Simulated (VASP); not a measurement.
The system is NaH.

```
Na H
1.0
     0.00000    2.44000    2.44000
     2.44000    0.00000    2.44000
     2.44000    2.44000    0.00000
Na H
1 1
Direct
  0.00000 0.00000 0.00000
  0.50000 0.50000 0.50000
```

Base run:

* Program: VASP 6.6.1
* Functional: PBE
* Potentials or basis: VASP PAW PBE potentials, release 64 (Na_pv, H)
* Cutoff: 500 eV
* k mesh: 7 × 7 × 7
* Occupations: gaussian, width 0.01 eV
* Spin: no spin polarisation

Its results: band gap on the k mesh 4.18 eV, indirect (least direct gap 4.80 eV); pressure -0.7 GPa.

The run is repeated on the same cell with these changes: k mesh from 7 × 7 × 7 to 5 × 5 × 5. What comes out?

Band gap on the k mesh 4.54 eV, indirect (least direct gap 5.03 eV); pressure -0.7 GPa.

Caveats: some runs use coarse meshes.

A k mesh can miss the band edges.
